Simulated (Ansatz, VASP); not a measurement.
# NaI in VASP and in Ansatz

The input INCAR:

```
SYSTEM = NaI
ALGO     = Normal         ! electronic algorithm
EDIFF    = 1E-8           ! SCF threshold, eV
ENCUT    = 520            ! plane-wave cutoff, eV
GGA      = PE             ! functional
ISIF     = 2              ! what is computed and relaxed
ISMEAR   = 0              ! smearing method
LASPH    = .TRUE.         ! aspherical terms in the spheres
LCHARG   = .FALSE.        ! write CHGCAR
LEFG     = .TRUE.       
LREAL    = Auto         
LWAVE    = .FALSE.        ! write WAVECAR
NBANDS   = 70             ! bands
NELM     = 60             ! most SCF steps
PREC     = Accurate       ! precision mode
SIGMA    = 0.01           ! smearing width, eV
```

Contents of KPOINTS:

```
k-points
0
G
  3 3 3
  0 0 0
```

Contents of POSCAR:

```
NaI
1.0
    0.0000000000      6.4373133726      6.4373133726
    6.4373133726      0.0000000000      6.4373133726
    6.4373133726      6.4373133726      0.0000000000
Na I
8 8
Direct
    0.0000000000      0.0000000000      0.0000000000
    0.0000000000      0.0000000000      0.5000000000
    0.0000000000      0.5000000000      0.0000000000
    0.0000000000      0.5000000000      0.5000000000
    0.5000000000      0.0000000000      0.0000000000
    0.5000000000      0.0000000000      0.5000000000
    0.5000000000      0.5000000000      0.0000000000
    0.5000000000      0.5000000000      0.5000000000
    0.2500000000      0.2500000000      0.2500000000
    0.2500000000      0.2500000000      0.7500000000
    0.2500000000      0.7500000000      0.2500000000
    0.2500000000      0.7500000000      0.7500000000
    0.7500000000      0.2500000000      0.2500000000
    0.7500000000      0.2500000000      0.7500000000
    0.7500000000      0.7500000000      0.2500000000
    0.7500000000      0.7500000000      0.7500000000
```

Input for Ansatz:

```yaml
crystal:
  lattice:
    - [0.0, 6.4373133726, 6.4373133726]
    - [6.4373133726, 0.0, 6.4373133726]
    - [6.4373133726, 6.4373133726, 0.0]
  atoms:
    - { symbol: Na, position: [0.0, 0.0, 0.0] }
    - { symbol: Na, position: [0.0, 0.0, 0.5] }
    - { symbol: Na, position: [0.0, 0.5, 0.0] }
    - { symbol: Na, position: [0.0, 0.5, 0.5] }
    - { symbol: Na, position: [0.5, 0.0, 0.0] }
    - { symbol: Na, position: [0.5, 0.0, 0.5] }
    - { symbol: Na, position: [0.5, 0.5, 0.0] }
    - { symbol: Na, position: [0.5, 0.5, 0.5] }
    - { symbol: I, position: [0.25, 0.25, 0.25] }
    - { symbol: I, position: [0.25, 0.25, 0.75] }
    - { symbol: I, position: [0.25, 0.75, 0.25] }
    - { symbol: I, position: [0.25, 0.75, 0.75] }
    - { symbol: I, position: [0.75, 0.25, 0.25] }
    - { symbol: I, position: [0.75, 0.25, 0.75] }
    - { symbol: I, position: [0.75, 0.75, 0.25] }
    - { symbol: I, position: [0.75, 0.75, 0.75] }
kpoints:
  mp_grid: { grid: [3, 3, 3] }
scf:
  occupations: { method: fixed }
hamiltonian:
  xc: pbe
  pseudopotentials: { kind: paw }
output:
  forces: true
  efg:
    quadrupole_moments_barn: { Na: 0.104, I: -0.68822 }
    contact_densities: true
  core_levels:
    shells: { I: "3d", Na: "1s" }
    counted_from: valence_top
    eps_inf: [3.401, 3.401, 3.401]
    add_spin: false
```

Alike in both runs: task electric field gradients; functional PBE; k mesh 3 × 3 × 3; no spin polarisation.

```csv
,VASP,Ansatz
version,VASP 6.6.1,Ansatz 0.2.0
potentials or method,"VASP PAW PBE potentials, release 64 (Na_pv, I)","plane-wave PAW, scalar-relativistic"
plane-wave cutoff (eV),520,420
occupations,"gaussian, width 0.01 eV",fixed
valence electrons in the cell,112,208
```

|  | VASP | Ansatz | Ansatz less VASP |
| --- | --- | --- | --- |
| gap on the k mesh at the Fermi level (eV) | 3.69 | 3.69 | +0.004 |

VASP's potentials hold 112 valence electrons a cell and Ansatz's 208, so a difference there can come from the potentials and not from the codes.

Neither program's run includes spin-orbit coupling.
